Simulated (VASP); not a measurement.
# Fe (Fmmm) in VASP: a series of runs, part 2 of 4

VASP 6.6.1.

## 3. Electric field gradients, PBE, collinear spin, ferromagnetic start (11.66 Å³/atom)

This run uses another cell than the first one, of 11.66 Å³/atom.

The input, INCAR:

```
SYSTEM = Fe
ALGO = Normal
EDIFF = 1E-8
ENCUT = 520
GGA = PE
ISIF = 2
ISMEAR = -1
ISPIN = 2
LASPH = .True.
LCHARG = .False.
LEFG = .True.
LMAXMIX = 4
LORBIT = 11
LREAL = .False.
LWAVE = .False.
MAGMOM = 3
NBANDS = 14
NELM = 150
PREC = Accurate
SIGMA = 0.05
```

The input, KPOINTS:

```
k-points
0
Gamma
  16 16 16
  0 0 0
```

The input, POSCAR:

```
Fe
1.0
    0.0000000000      1.9545992686      1.9781194830
    1.5083634409      0.0000000000      1.9781194830
    1.5083634409      1.9545992686      0.0000000000
Fe
1
Direct
    0.0000000000      0.0000000000      0.0000000000
```

Potentials or basis: VASP PAW PBE potentials, release 64 (Fe).

The run is started by

```console
> cat potpaw_PBE.64/Fe/POTCAR > POTCAR
> mpirun -np 1 vasp_std > vasp.out
```

OUTCAR:

```text
SYSTEM = Fe
   EDIFF = 1E-8
   ENCUT = 520
   GGA = PE
   ISIF = 2
   ISMEAR = -1
   ISPIN = 2
   LASPH = .True.
   LORBIT = 11
   LREAL = .False.
   NELM = 150
   PREC = Accurate

 ion  position               nearest neighbor table
   1  0.000  0.000  0.000-

  LATTYP: Found a face centered orthorhombic cell.
 ALAT       =     3.0167268818
 B/A-ratio  =     1.2958410524
 C/A-ratio  =     1.3114342534

  Lattice vectors:

 A1 = (   0.0000000000,   1.9545992686,   1.9781194830)
 A2 = (   1.5083634409,   0.0000000000,   1.9781194830)
 A3 = (   1.5083634409,   1.9545992686,   0.0000000000)

Analysis of symmetry for initial positions (statically):
=====================================================================
 Subroutine PRICEL returns:
 Original cell was already a primitive cell.

 Routine SETGRP: Setting up the symmetry group for a
 face centered orthorhombic supercell.

 Subroutine GETGRP returns: Found  8 space group operations
 (whereof  8 operations were pure point group operations)
 out of a pool of  8 trial point group operations.

The static configuration has the point symmetry D_2h.

Analysis of symmetry for dynamics (positions and initial velocities):
=====================================================================
 Subroutine PRICEL returns:
 Original cell was already a primitive cell.

 Routine SETGRP: Setting up the symmetry group for a
 face centered orthorhombic supercell.

 Subroutine GETGRP returns: Found  8 space group operations
 (whereof  8 operations were pure point group operations)
 out of a pool of  8 trial point group operations.

The dynamic configuration has the point symmetry D_2h.

Analysis of structural, dynamic, and magnetic symmetry:
=====================================================================
 Subroutine PRICEL returns:
 Original cell was already a primitive cell.

 Routine SETGRP: Setting up the symmetry group for a
 face centered orthorhombic supercell.

 Subroutine GETGRP returns: Found  8 space group operations
 (whereof  8 operations were pure point group operations)
 out of a pool of  8 trial point group operations.

The overall configuration has the point symmetry D_2h.

 Subroutine INISYM returns: Found  8 space group operations
 (whereof  8 operations are pure point group operations),
 and found     1 'primitive' translations

----------------------------------------------------------------------------------------

                                     Primitive cell

  volume of cell :      11.6640

  direct lattice vectors                    reciprocal lattice vectors
     0.000000000  1.954599269  1.978119483    -0.331485096  0.255806910  0.252765318
     1.508363441  0.000000000  1.978119483     0.331485096 -0.255806910  0.252765318
     1.508363441  1.954599269  0.000000000     0.331485096  0.255806910 -0.252765318

  length of vectors
     2.780901830  2.487592603  2.468930653     0.489090840  0.489090840  0.489090840

  position of ions in fractional coordinates (direct lattice)
     0.000000000  0.000000000  0.000000000

  ion indices of the primitive-cell ions
   primitive index   ion index
                 1           1

[... 120 lines left out ...]

 val. band max:        5.5569368900   @ k =   0.3750   0.1875  -0.0000
 cond. band min:       5.5596150221   @ k =  -0.2500   0.1250   0.0000
 fundamental gap:      0.0026781320
 Fermi energy:         5.5581538235

 spin component 1

 k-point     1 :       0.0000    0.0000    0.0000
  band No.  band energies     occupation
      1      -2.7274      1.00000
      2       3.1573      1.00000
      3       3.2423      1.00000
      4       3.5508      1.00000
      5       4.2366      1.00000
      6       4.6092      1.00000
      7      29.2535      0.00000
      8      30.7004      0.00000
      9      30.9506      0.00000
     10      34.7578      0.00000
     11      35.8404      0.00000
     12      35.9261      0.00000
     13      36.5169      0.00000
     14      36.6039      0.00000
[... 379 lines left out ...]
      3       3.2105      1.00000
      4       3.6796      1.00000
      5       4.1427      1.00000
      6       4.5717      1.00000
      7      27.3519      0.00000
      8      28.9601      0.00000
      9      30.4832      0.00000
     10      33.6865      0.00000
     11      34.1780      0.00000
     12      35.8947      0.00000
     13      36.2178      0.00000
     14      38.2177      0.00000

 [... further k-points ...]

 spin component 2

 k-point     1 :       0.0000    0.0000    0.0000
  band No.  band energies     occupation
      1      -2.5514      1.00000
      2       5.0584      0.99995
      3       5.2051      0.99914
      4       5.6958      0.05997
      5       6.9170      0.00000
      6       7.5150      0.00000
      7      28.9668      0.00000
      8      30.4891      0.00000
      9      30.7797      0.00000
     10      35.1039      0.00000
     11      35.8521      0.00000
     12      36.9889      0.00000
     13      37.1808      0.00000
     14      37.2589      0.00000
[... 379 lines left out ...]
      3       5.1463      0.99974
      4       5.8127      0.00612
      5       6.7843      0.00000
      6       7.4700      0.00000
      7      27.4381      0.00000
      8      29.1059      0.00000
      9      30.3456      0.00000
     10      34.1745      0.00000
     11      34.7297      0.00000
     12      36.4374      0.00000
     13      36.5375      0.00000
     14      38.9332      0.00000

 [... further k-points ...]

------------------------ aborting loop because EDIFF is reached ----------------------------------------

  FORCE on cell =-STRESS in cart. coord.  units (eV):
  Direction    XX          YY          ZZ          XY          YZ          ZX
  --------------------------------------------------------------------------------------
  -------------------------------------------------------------------------------------
  Total       -0.6329864     -0.0302668     -0.1373364     -0.0000000      0.0000000      0.0000000
  in kB      -86.9478201     -4.1574907    -18.8647092     -0.0000000      0.0000000      0.0000000
  external PRESSURE =     -36.6566733 kB  Pullay stress =       0.0000000 kB

 VOLUME and BASIS-vectors are now :
 -----------------------------------------------------------------------------
  energy-cutoff  :      520.00
  volume of cell :       11.66
      direct lattice vectors                 reciprocal lattice vectors
     0.000000000  1.954599269  1.978119483    -0.331485096  0.255806910  0.252765318
     1.508363441  0.000000000  1.978119483     0.331485096 -0.255806910  0.252765318
     1.508363441  1.954599269  0.000000000     0.331485096  0.255806910 -0.252765318

 POSITION                                       TOTAL-FORCE (eV/Angst)
 -----------------------------------------------------------------------------------
      0.00000      0.00000      0.00000         0.000000      0.000000      0.000000
 -----------------------------------------------------------------------------------
    total drift:                                0.000000     -0.000000      0.000000

  FREE ENERGIE OF THE ION-ELECTRON SYSTEM (eV)
  ---------------------------------------------------
  free  energy   TOTEN  =        -8.2238279760 eV

  energy  without entropy=       -8.2144413915  energy(sigma->0) =       -8.21913468

 Electric field gradients (V/A^2)
---------------------------------------------------------------------
 ion       V_xx      V_yy      V_zz      V_xy      V_xz      V_yz
---------------------------------------------------------------------
   1       5.628    -2.587    -3.040     0.003    -0.003     0.000
---------------------------------------------------------------------

 Electric field gradients after diagonalization (V/A^2)
 (convention: |V_zz| > |V_xx| > |V_yy|)
----------------------------------------------------------------------
 ion       V_xx      V_yy      V_zz     asymmetry (V_yy - V_xx)/ V_zz
----------------------------------------------------------------------
   1      -3.040    -2.587     5.628       0.081
----------------------------------------------------------------------

           NMR quadrupolar parameters

 Cq : quadrupolar parameter    Cq=e*Q*V_zz/h
 eta: asymmetry parameters     (V_yy - V_xx)/ V_zz
 Q  : nuclear electric quadrupole moment in mb (millibarn)
----------------------------------------------------------------------
 ion       Cq(MHz)       eta       Q (mb)
----------------------------------------------------------------------
   1       0.014       0.081       1.000
----------------------------------------------------------------------

 total charge

# of ion       s       p       d       tot
------------------------------------------
    1        0.477   0.517   6.221   7.216

 magnetization (x)

# of ion       s       p       d       tot
------------------------------------------
    1       -0.013  -0.053   2.336   2.270
```

Wall time 2.7 min (1 thread of Intel Xeon 8259CL, shared host); peak memory 0.27 GiB.

What came out:

- Free energy: -8.2238 eV
- Pressure: -3.7 GPa
- Net moment: 2.27 μB per cell
- Site moments: Fe +2.27 μB
- Largest electric field gradient by atom: Fe +5.6 V/Å²
- Valence electrons inside the program's atomic spheres: Fe 7.22

Levels at points of the mesh, in eV from the Fermi level:
Spin up:
```
           k point  band 3  band 4  band 5  band 6  band 7  band 8
(0.00, 0.00, 0.00)   -2.32   -2.01   -1.32   -0.95   23.70   25.14
(0.50, 0.00, 0.00)   -1.38   -0.80    0.25    0.33    6.87   18.75
(0.50, 0.50, 0.00)   -0.77   -0.70    0.34    0.87    7.56   17.15
(0.50, 0.00, 0.50)   -0.79   -0.76    0.41    1.09    7.83   16.92
(0.00, 0.50, 0.50)   -0.07    0.07    0.17    7.78   10.80   10.80
```
Spin down:
| k point | band 1 | band 2 | band 3 | band 4 | band 5 | band 6 | band 7 |
| --- | --- | --- | --- | --- | --- | --- | --- |
| (0.00, 0.00, 0.00) | -8.11 | -0.50 | -0.35 | 0.14 | 1.36 | 1.96 | 23.41 |
| (0.50, 0.00, 0.00) | -3.48 | -1.26 | 0.43 | 1.24 | 1.99 | 2.59 | 8.28 |
| (0.50, 0.50, 0.00) | -3.44 | -1.97 | 1.00 | 1.99 | 2.12 | 2.63 | 8.97 |
| (0.50, 0.00, 0.50) | -3.41 | -1.91 | 1.23 | 1.93 | 2.06 | 2.65 | 9.23 |
| (0.00, 0.50, 0.50) | -2.93 | -2.74 | 2.31 | 2.32 | 2.38 | 8.05 | 11.10 |

Electric field gradients, principal values (V/Å²):
```
atom   least  middle  greatest (by size)
1 Fe  -2.587  -3.040               5.628
```

Caveat: the stress differs along the axes, from -9 to -0 GPa; without QUAD_EFG the Cq values of the log hold for a quadrupole moment of 1 mb, not for the nuclei.

(Part 2 of 4 ends here.)
